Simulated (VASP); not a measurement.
# FeSi (zincblende type) (F-43m) in VASP: relaxation of cell and atoms with LDA

Aim: the relaxation of cell and atoms of FeSi (zincblende type) with LDA.

All numbers are computed with VASP 6.6.1; they aren't measurements. Logs are shortened: lines on timing, memory, paths and dates and some standing lists are left out, and cuts for length are marked.

## 1. The cell of the first run

Symmetry: F-43m, No. 216, cubic system. Conventional cell: a = 4.903 Å, b = 4.903 Å, c = 4.903 Å, α = 90.00°, β = 90.00°, γ = 90.00°. Fe (site symmetry -43m) has 4 Si at 2.12 Å within 2.8 Å. Si (site symmetry -43m) has 4 Fe at 2.12 Å within 2.8 Å.

## 2. Relaxation of cell and atoms, LDA, collinear spin, ferromagnetic start, target pressure -4.5 GPa, at which the enthalpy is minimised

File INCAR:

```
  ALGO = Normal
  EDIFF = 1E-7
  EDIFFG = -0.005
  ENCUT = 600
  GGA = CA
  IBRION = 2
  ISIF = 3
  ISMEAR = -1
  ISPIN = 2
  LASPH = T
  LCHARG = F
  LMAXMIX = 4
  LORBIT = 11
  LREAL = F
  LWAVE = F
  MAGMOM = 2.5 0
  NELM = 150
  NSW = 60
  PREC = Accurate
  PSTRESS = -45.0
  SIGMA = 0.08
```

File KPOINTS:

```
k-points
0
Gamma
  12 12 12
```

File POSCAR:

```
FeSi
1.0
    0.0000000000      2.4512876093      2.4512876093
    2.4512876093      0.0000000000      2.4512876093
    2.4512876093      2.4512876093      0.0000000000
Fe Si
1 1
Direct
    0.0000000000      0.0000000000      0.0000000000
    0.2500000000      0.2500000000      0.2500000000
```

Potentials or basis: VASP PAW LDA potentials, release 64 (Fe, Si).

Command:

```console
$ cat potpaw_LDA.64/Fe/POTCAR potpaw_LDA.64/Si/POTCAR > POTCAR
$ mpirun -np 1 vasp_std > vasp.out
```

OUTCAR:

```text
EDIFF = 1E-7
   EDIFFG = -0.005
   ENCUT = 600
   GGA = CA
   IBRION = 2
   ISIF = 3
   ISMEAR = -1
   ISPIN = 2
   LASPH = T
   LORBIT = 11
   LREAL = F
   NELM = 150
   NSW = 60
   PREC = Accurate
   PSTRESS = -45.0

 ion  position               nearest neighbor table
   1  0.000  0.000  0.000-   2 2.12   2 2.12   2 2.12   2 2.12
   2  0.250  0.250  0.250-   1 2.12   1 2.12   1 2.12   1 2.12

  LATTYP: Found a face centered cubic cell.
 ALAT       =     4.9025752186

  Lattice vectors:

 A1 = (   0.0000000000,   2.4512876093,   2.4512876093)
 A2 = (   2.4512876093,   0.0000000000,   2.4512876093)
 A3 = (   2.4512876093,   2.4512876093,   0.0000000000)

Analysis of symmetry for initial positions (statically):
=====================================================================
 Subroutine PRICEL returns:
 Original cell was already a primitive cell.

 Routine SETGRP: Setting up the symmetry group for a
 face centered cubic supercell.

 Subroutine GETGRP returns: Found 24 space group operations
 (whereof 24 operations were pure point group operations)
 out of a pool of 48 trial point group operations.

The static configuration has the point symmetry T_d .

Analysis of symmetry for dynamics (positions and initial velocities):
=====================================================================
 Subroutine PRICEL returns:
 Original cell was already a primitive cell.

 Routine SETGRP: Setting up the symmetry group for a
 face centered cubic supercell.

 Subroutine GETGRP returns: Found 24 space group operations
 (whereof 24 operations were pure point group operations)
 out of a pool of 48 trial point group operations.

The dynamic configuration has the point symmetry T_d .

Analysis of structural, dynamic, and magnetic symmetry:
=====================================================================
 Subroutine PRICEL returns:
 Original cell was already a primitive cell.

 Routine SETGRP: Setting up the symmetry group for a
 face centered cubic supercell.

 Subroutine GETGRP returns: Found 24 space group operations
 (whereof 24 operations were pure point group operations)
 out of a pool of 48 trial point group operations.

The overall configuration has the point symmetry T_d .

 Subroutine INISYM returns: Found 24 space group operations
 (whereof 24 operations are pure point group operations),
 and found     1 'primitive' translations

----------------------------------------------------------------------------------------

                                     Primitive cell

  volume of cell :      29.4586

  direct lattice vectors                    reciprocal lattice vectors
     0.000000000  2.451287609  2.451287609    -0.203974433  0.203974433  0.203974433
     2.451287609  0.000000000  2.451287609     0.203974433 -0.203974433  0.203974433
     2.451287609  2.451287609  0.000000000     0.203974433  0.203974433 -0.203974433

  length of vectors
     3.466644182  3.466644182  3.466644182     0.353294081  0.353294081  0.353294081

  position of ions in fractional coordinates (direct lattice)
     0.000000000  0.000000000  0.000000000
     0.250000000  0.250000000  0.250000000

  ion indices of the primitive-cell ions
   primitive index   ion index
                 1           1
                 2           2

----------------------------------------------------------------------------------------

 KPOINTS: k-points

Automatic generation of k-mesh.
 Grid dimensions read from file:
 generate k-points for:   12   12   12

 Generating k-lattice:

  Cartesian coordinates                     Fractional coordinates (reciprocal lattice)
    -0.016997869  0.016997869  0.016997869     0.083333333  0.000000000  0.000000000
     0.016997869 -0.016997869  0.016997869     0.000000000  0.083333333  0.000000000
     0.016997869  0.016997869 -0.016997869     0.000000000  0.000000000  0.083333333

  Length of vectors
     0.029441173  0.029441173  0.029441173

  Shift w.r.t. Gamma in fractional coordinates (k-lattice)
     0.000000000  0.000000000  0.000000000

 Subroutine IBZKPT returns following result:
 ===========================================

 Found     72 irreducible k-points:

 Following reciprocal coordinates:
            Coordinates               Weight
  0.000000  0.000000  0.000000      1.000000
  0.083333  0.000000  0.000000      8.000000
  0.166667  0.000000  0.000000      8.000000
  0.250000  0.000000  0.000000      8.000000
  0.333333  0.000000  0.000000      8.000000
  0.416667  0.000000  0.000000      8.000000
[... 16 lines left out ...]
  0.500000  0.166667  0.000000     24.000000
 -0.416667  0.166667  0.000000     24.000000
 [... further k-points ...]
   k-points           NKPTS =     72   k-points in BZ     NKDIM =     72   number of bands    NBANDS=     11
   number of dos      NEDOS =    301   number of ions     NIONS =      2
   total plane-waves  NPLWV =  21952
   dimension x,y,z NGX =    28 NGY =   28 NGZ =   28
   dimension x,y,z NGXF=    56 NGYF=   56 NGZF=   56
   ions per type =               1   1
   NGX,Y,Z   is equivalent  to a cutoff of  13.43, 13.43, 13.43 a.u.
   NGXF,Y,Z  is equivalent  to a cutoff of  26.86, 26.86, 26.86 a.u.
 SYSTEM =  unknown system
   PREC   = accura    normal or accurate (medium, high low for compatibility)
   ISTART =      0    job   : 0-new  1-cont  2-samecut
   ICHARG =      2    charge: 1-file 2-atom 10-const
   ISPIN  =      2    spin polarized calculation?
   LNONCOLLINEAR =      F non collinear calculations
   LSORBIT =      F    spin-orbit coupling
   LASPH  =      T    aspherical Exc in radial PAW
   ENCUT  =  600.0 eV  44.10 Ry    6.64 a.u.   6.92  6.92  6.92*2*pi/ulx,y,z
   NELM   =    150;   NELMIN=  2; NELMDL= -5     # of ELM steps
   EDIFF  = 0.1E-06   stopping-criterion for ELM
   LREAL  =      F    real-space projection
   EDIFFG = -.5E-02   stopping-criterion for IOM
   NSW    =     60    number of steps for IOM
   IBRION =      2    ionic relax: 0-MD 1-quasi-New 2-CG
   NFREE  =      1    steps in history (QN), initial steepest desc. (CG)
   ISIF   =      3    stress and relaxation
   ISYM   =      2    0-nonsym 1-usesym 2-fastsym
   POTIM  = 0.5000    time-step for ionic-motion
   TEBEG  =    0.0;   TEEND  =   0.0 temperature during run
   PSTRESS=  -45.0 pullay stress
   NELECT =      12.0000    total number of electrons
   NUPDOWN=      -1.0000    fix difference up-down
   EMIN   =  10.00;   EMAX   =-10.00  energy-range for DOS
   EFERMI =   0.00;   METHOD = LEGACY
   ISMEAR =    -1;   SIGMA  =   0.08  broadening in eV -4-tet -1-fermi 0-gaus
   EFERMI_NEDOS =   21; number of points for ismear=-14 and -15
   IALGO  =     38    algorithm
   IMIX   =      4    mixing-type and parameters
     AMIX     =   0.40;   BMIX     =  1.00
     AMIX_MAG =   1.60;   BMIX_MAG =  1.00
  volume/ion in A,a.u.               =      14.73        99.40
  Fermi-wavevector in a.u.,A,eV,Ry     =   1.213569  2.293312 20.037961  1.472749
  Thomas-Fermi vector in A             =   2.349016
   LORBIT       =     11    0 simple, 1 ext, 2 COOP (PROOUT), +10 PAW based schemes
   GGA     = CA    functional components
   LHFCALC =     F    Hartree Fock is set to
   AEXX    =    0.0000 exact exchange contribution
   IVDW    =     0    specifies the selected vdW correction
   LEPSILON=     F    determine dielectric tensor
   LRPA    =     F    only Hartree local field effects (RPA)
 conjugate gradient relaxation of ions
 spin polarized calculation
  energy-cutoff  :      600.00
  volume of cell :       29.46
 maximum number of plane-waves:      1004
   NGX = 13   NGY = 13   NGZ = 13

--------------------------------------- Ionic step        1  -------------------------------------------

 number of electron      12.0000001 magnetization       0.0122654

 number of electron      12.0000001 magnetization      -0.0002738

 Free energy of the ion-electron system (eV)
  ---------------------------------------------------
  ext. energy  EPLUGINS =         0.00000000
  ---------------------------------------------------
  free energy    TOTEN  =       -13.82666578 eV

  energy without entropy =      -13.79448244  energy(sigma->0) =      -13.81057411

------------------------ aborting loop because EDIFF is reached ----------------------------------------

  FORCE on cell =-STRESS in cart. coord.  units (eV):
  Direction    XX          YY          ZZ          XY          YZ          ZX
  --------------------------------------------------------------------------------------
  -------------------------------------------------------------------------------------
  Total        1.7446714      1.7446714      1.7446714      0.0000000      0.0000000      0.0000000
  in kB       94.8880255     94.8880255     94.8880255      0.0000000      0.0000000      0.0000000
  external PRESSURE =     139.8880255 kB  Pullay stress =     -45.0000000 kB
[... 63 lines left out ...]
  enthalpy is  TOTEN    =       -14.7365058680 eV   P V=       -0.9911502438

--------------------------------------- Ionic step        3  -------------------------------------------

 number of electron      12.0000007 magnetization       0.0000308

 Free energy of the ion-electron system (eV)
  ---------------------------------------------------
  ext. energy  EPLUGINS =         0.00000000
  ---------------------------------------------------
  free energy    TOTEN  =       -13.86578539 eV

  energy without entropy =      -13.81986615  energy(sigma->0) =      -13.84282577

 E-fermi :   4.4860     XC(G=0): -10.7835

 val. band max:        4.4722451229   @ k =   0.5000   0.5000   0.0000
 cond. band min:       4.5113852917   @ k =   0.5000   0.0000   0.0000
 fundamental gap:      0.0391401687
 Fermi energy:         4.4860455594

 spin component 1

 k-point     1 :       0.0000    0.0000    0.0000
  band No.  band energies     occupation
      1      -5.1415      1.00000
      2       2.5205      1.00000
      3       2.5205      1.00000
      4       2.5205      1.00000
      5       4.0208      0.99703
      6       4.0208      0.99703
      7      11.5187      0.00000
      8      11.5187      0.00000
      9      11.5187      0.00000
     10      12.6092      0.00000
     11      12.6092      0.00000
[... 309 lines left out ...]
 k-point    24 :      -0.4167    0.1667    0.0000
  band No.  band energies     occupation
      1      -2.4110      1.00000
      2       0.9640      1.00000
      3       2.4929      1.00000
      4       2.9310      1.00000
      5       4.1094      0.99105
      6       4.1190      0.98993
      7       4.6320      0.13883
      8       7.2694      0.00000
      9       8.4253      0.00000
     10      12.1120      0.00000
     11      14.6450      0.00000

 [... further k-points ...]

 spin component 2

 k-point     1 :       0.0000    0.0000    0.0000
  band No.  band energies     occupation
      1      -5.1415      1.00000
      2       2.5206      1.00000
      3       2.5206      1.00000
      4       2.5206      1.00000
      5       4.0209      0.99703
      6       4.0209      0.99703
      7      11.5187      0.00000
      8      11.5187      0.00000
      9      11.5187      0.00000
     10      12.6092      0.00000
     11      12.6092      0.00000
[... 351 lines left out ...]
  FREE ENERGIE OF THE ION-ELECTRON SYSTEM (eV)
  ---------------------------------------------------
  free  energy   TOTEN  =       -13.8657853924 eV

  energy  without entropy=      -13.8198661497  energy(sigma->0) =      -13.84282577

  enthalpy is  TOTEN    =       -14.7883043960 eV   P V=       -0.9225190036

 reached required accuracy - stopping structural energy minimisation

 total charge

# of ion       s       p       d       tot
------------------------------------------
    1        0.482   0.394   6.626   7.502
    2        0.834   0.901   0.000   1.735
--------------------------------------------------
tot          1.316   1.295   6.626   9.237

 magnetization (x)

# of ion       s       p       d       tot
------------------------------------------
    1        0.000  -0.000   0.000   0.000
    2       -0.000  -0.000   0.000  -0.000
--------------------------------------------------
tot          0.000  -0.000   0.000   0.000
```

It took 3.8 min on 1 thread of Intel Xeon 8259CL, shared host; peak memory 0.19 GiB.

Results:

```yaml
Free_energy: -13.8658 eV
Relaxed_volume: 16.42 Å³/atom
Relaxed_cell: a = 3.595 Å, b = 3.595 Å, c = 3.595 Å, α = 60.00°, β = 60.00°, γ = 60.00°
Space_group_after_relaxing_to_0.1_Å: F-43m (No. 216)
Energy_change_on_relaxing_the_run_minimises_the_enthalpy: -19.6 meV/atom
Ionic_steps: 3
Pressure_after_relaxing: -4.5 GPa
Band_gap_on_the_k_mesh: 0.04 eV (least direct gap 0.24 eV)
Net_moment: 0.00 μB per cell
Valence_electrons_inside_the_program's_atomic_spheres: Fe 7.50; Si 1.74
```

Step by step:
```tsv
step	energy change (eV)	largest force (eV/Å)	pressure (GPa)	volume (Å³)
1	0.0000	0.0000	9.49	29.46
2	0.0813	0.0000	-10.85	35.29
3	-0.0391	0.0000	-4.53	32.85
```

Final structure:
```cif
data_structure
_symmetry_space_group_name_H-M 'P 1'
_symmetry_Int_Tables_number 1
_cell_length_a 3.5947
_cell_length_b 3.5947
_cell_length_c 3.5947
_cell_angle_alpha 60.000
_cell_angle_beta 60.000
_cell_angle_gamma 60.000
_cell_volume 32.85
loop_
_atom_site_label
_atom_site_type_symbol
_atom_site_fract_x
_atom_site_fract_y
_atom_site_fract_z
_atom_site_occupancy
Fe1 Fe 0.00000 0.00000 0.00000 1
Si1 Si 0.25000 0.25000 0.25000 1
```

Levels at points of the mesh, in eV from the valence-band top:
Spin up:
| k point | band 2 | band 3 | band 4 | band 5 | band 6 | band 7 | band 8 | band 9 | band 10 | band 11 |
| --- | --- | --- | --- | --- | --- | --- | --- | --- | --- | --- |
| (0.00, 0.00, 0.00) | -1.95 | -1.95 | -1.95 | -0.45 | -0.45 | 7.05 | 7.05 | 7.05 | 8.14 | 8.14 |
| (0.50, 0.00, 0.00) | -3.84 | -1.71 | -1.71 | -0.25 | -0.25 | 0.04 | 4.49 | 4.49 | 7.96 | 9.12 |
| (0.50, 0.50, 0.00) | -3.89 | -1.11 | -0.87 | -0.87 | 0.00 | 0.38 | 1.45 | 1.45 | 6.68 | 6.73 |
Spin down:
| k point | band 2 | band 3 | band 4 | band 5 | band 6 | band 7 | band 8 | band 9 | band 10 | band 11 |
| --- | --- | --- | --- | --- | --- | --- | --- | --- | --- | --- |
| (0.00, 0.00, 0.00) | -1.95 | -1.95 | -1.95 | -0.45 | -0.45 | 7.05 | 7.05 | 7.05 | 8.14 | 8.14 |
| (0.50, 0.00, 0.00) | -3.84 | -1.71 | -1.71 | -0.25 | -0.25 | 0.04 | 4.49 | 4.49 | 7.96 | 9.12 |
| (0.50, 0.50, 0.00) | -3.89 | -1.11 | -0.87 | -0.87 | 0.00 | 0.38 | 1.45 | 1.45 | 6.68 | 6.73 |

Caveat: the cell is relaxed towards a set pressure, so the run minimises the enthalpy, not the energy. A k mesh can miss the band edges.
